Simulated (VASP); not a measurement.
A run of VASP 6.6.1 is set up as follows.

File INCAR:

```
SYSTEM = Tl
ALGO = Normal
EDIFF = 1E-7
ENCUT = 520
GGA = PE
ISIF = 2
ISMEAR = -1
LASPH = .True.
LCHARG = .False.
LREAL = .False.
LWAVE = .False.
NBANDS = 20
NELM = 100
PREC = Accurate
SIGMA = 0.1
```

File KPOINTS:

```
k-points
0
Gamma
  17 17 9
  0 0 0
```

File POSCAR:

```
Tl
1.0
    3.6375280342      0.0000000000      0.0000000000
   -1.8187640171      3.1501916846      0.0000000000
    0.0000000000      0.0000000000      5.7161851751
Tl
2
Direct
    0.3333333333      0.6666666667      0.2500000000
    0.6666666667      0.3333333333      0.7500000000
```

Potentials or basis: VASP PAW PBE potentials, release 64 (Tl_d).

Run with:

```bash
$ cat potpaw_PBE.64/Tl_d/POTCAR > POTCAR
$ mpirun -np 1 vasp_std > vasp.out
```

Q: Estimate the pressure.

A: -1.0 GPa.

Q: Predict the band gap on the k mesh.

A: Zero (bands 13 and 14 overlap by 4.00 eV).

Caveat: spin-orbit coupling is left out, which moves the levels of the heavy elements.
